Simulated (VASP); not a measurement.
A run of VASP 6.6.1 is set up as follows.

File POSCAR:

```
HfS2
1.0
    3.6302959557      0.0000000000      0.0000000000
   -1.8151479779      3.1439285209      0.0000000000
    0.0000000000      0.0000000000      5.8783581771
Hf S
1 2
Direct
    0.0000000000      0.0000000000      0.0000000000
    0.3333333333      0.6666666667      0.2446279701
    0.6666666667      0.3333333333      0.7553720299
```

The input INCAR.step1:

```
SYSTEM = HfS2
  PREC = Accurate
  ENCUT = 400
  EDIFF = 1E-5
  ISMEAR = 0
  SIGMA = 0.01
  LREAL = .FALSE.
  LASPH = .TRUE.
  NELM = 120
  ALGO = Normal
  ISIF = 2
  LWAVE = .TRUE.
  GGA = PE
  NBANDS = 18
  GGA_COMPAT = .FALSE.
```

The input INCAR.step2:

```
SYSTEM = HfS2
  PREC = Accurate
  ENCUT = 400
  EDIFF = 1E-6
  ISMEAR = 0
  SIGMA = 0.01
  LREAL = .FALSE.
  LASPH = .TRUE.
  NELM = 120
  ALGO = Normal
  ISIF = 2
  LWAVE = .FALSE.
  LCHARG = .TRUE.
  GGA = PE
  LHFCALC = .TRUE.
  HFSCREEN = 0.2079
  PRECFOCK = Normal
  LELF = .TRUE.
  LVHAR = .TRUE.
  ISTART = 1
  NBANDS = 18
  GGA_COMPAT = .FALSE.
```

File KPOINTS:

```
regular mesh
0
G
  6 6 4
  0 0 0
```

Potentials or basis: VASP PAW PBE potentials, release 64 (Hf_pv, S).

Command:

```console
$ cat potpaw_PBE.64/Hf_pv/POTCAR potpaw_PBE.64/S/POTCAR > POTCAR
$ cp INCAR.step1 INCAR
$ mpirun -np 1 vasp_std > vasp.out
$ cp INCAR.step2 INCAR
$ mpirun -np 1 vasp_std > vasp.out
```

Task: What does it give for the band gap on the k mesh?

Result: 1.85 eV (least direct gap 2.80 eV).

Task: Predict the pressure.

Result: -0.1 GPa.

Task: Predict the largest force.

Result: 0.200 eV/Å.

Forces in eV/Å, atoms in the order of the input:
```
Hf   0.000  0.000  0.000
S    0.000  0.000 -0.200
S    0.000  0.000  0.200
```

Caveat: the PAW data sets were made with another functional, which shifts forces and pressure a little; spin-orbit coupling is left out, which moves the levels of the heavy elements; this functional lacks dispersion, which binds layers or chains, so the pressure and a relaxed spacing across them are unreliable. A k mesh can miss the band edges.
